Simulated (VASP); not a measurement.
## BaTiO3: single point with r2SCAN+U

BaTiO3:

```
Ba Ti O
1.0
     3.98550    0.00000    0.00000
     0.00000    2.83690    2.84515
     0.00000   -2.83690    2.84515
Ba Ti O
1 1 3
Direct
  0.00000 0.00000 0.00000
  0.50000 0.51240 0.51240
  0.00000 0.48740 0.48740
  0.50000 0.50524 0.99184
  0.50000 0.99184 0.50524
```

- Program: VASP 6.6.1
- Task: single point
- Functional: r2SCAN
- Potentials or basis: VASP PAW PBE potentials, release 64 (Ba_sv, Ti_sv, O)
- Cutoff: 520 eV
- k mesh: 6 × 6 × 6
- Occupations: methfessel-paxton, width 0.01 eV
- Spin: no spin polarisation
- Hubbard terms: Ti d U = 6.0 eV
- Dipole correction: no
- Further INCAR settings: ALGO = Normal; EDIFF = 1e-06; NBANDS = 28

* Pressure: 6.1 GPa
* Largest force: 0.832 eV/Å
* Band gap on the k mesh: 3.05 eV (least direct gap 3.32 eV)

Forces in eV/Å, atoms in the order of the input:
```
Ba   0.000  0.000  0.184
Ti   0.000  0.000 -0.832
O    0.000  0.000  0.290
O    0.000 -0.434  0.179
O    0.000  0.434  0.179
```

Stress tensor (GPa, compression positive):
```
6.20 0.00 0.00
0.00 6.42 0.00
0.00 0.00 5.67
```

Levels at points of the mesh, in eV from the valence-band top:
```
           k point  band 17  band 18  band 19  band 20  band 21  band 22  band 23  band 24
(0.00, 0.00, 0.00)    -1.14    -0.35    -0.31    -0.27     3.05     3.09     3.20     4.40
(0.50, 0.00, 0.00)    -1.70    -1.65    -0.94    -0.90     3.28     4.38     4.65     4.74
(0.00, 0.50, 0.00)    -1.71    -1.61    -0.91    -0.87     3.32     4.44     4.68     4.71
(0.50, 0.50, 0.00)    -2.00    -0.93    -0.92    -0.09     4.71     4.72     5.13     5.15
(0.00, 0.50, 0.50)    -1.93    -0.96    -0.92    -0.14     4.70     4.75     5.15     5.27
(0.50, 0.50, 0.50)    -2.27    -0.05    -0.01     0.00     5.33     5.38     5.40     7.17
```

Eigenvalues of the final occupation matrices:
```tsv
site	spin	trace	eigenvalues
site 2 d	1	0.73	0.09 0.09 0.09 0.23 0.23
site 2 d	2	0.73	0.09 0.09 0.09 0.23 0.23
```

It took 5.4 min on 1 thread of Intel(R) Xeon(R) Platinum 8375C CPU @ 2.90GHz (Ice Lake) (shared host), peak memory 0.24 GiB.

Caveat: the cell stands under pressure; the PAW data sets were made with another functional, which shifts forces and pressure a little; spin-orbit coupling is left out, which moves the levels of the heavy elements. A k mesh can miss the band edges.
